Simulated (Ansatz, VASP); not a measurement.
**One calculation of HgTe, two programs**

```xyz
2
Lattice="0.0000 3.2880 3.2235 3.2880 0.0000 3.2235 3.2880 3.2880 0.0000" Properties=species:S:1:pos:R:3 pbc="T T T"
Hg    0.0000    0.0000    0.0000
Te    4.9320    4.9320    4.8353
```

Change from the starting cell: equal xx and yy strain of +2 %.

Alike in both runs: task single point; functional PBEsol; k mesh 9 × 9 × 9; occupations fermi-dirac, width 0.05 eV; no spin polarisation.

|  | VASP | Ansatz |
| --- | --- | --- |
| version | VASP 6.6.1 | Ansatz 0.2.0 |
| potentials or method | VASP PAW PBE potentials, release 64 (Hg, Te), cutoff 520 eV | all-electron LAPW, scalar-relativistic |

|  | VASP | Ansatz | Ansatz less VASP |
| --- | --- | --- | --- |
| pressure (GPa) | -0.3 | -0.4 | -0.09 |
| traceless stress, the component that is largest in VASP (GPa) | 0.21 | 0.21 | 0.000 |

VASP's potentials were made for PBE, not for PBEsol. Ansatz ran all-electron here, and VASP with PAW potentials.

Neither program's run includes spin-orbit coupling.
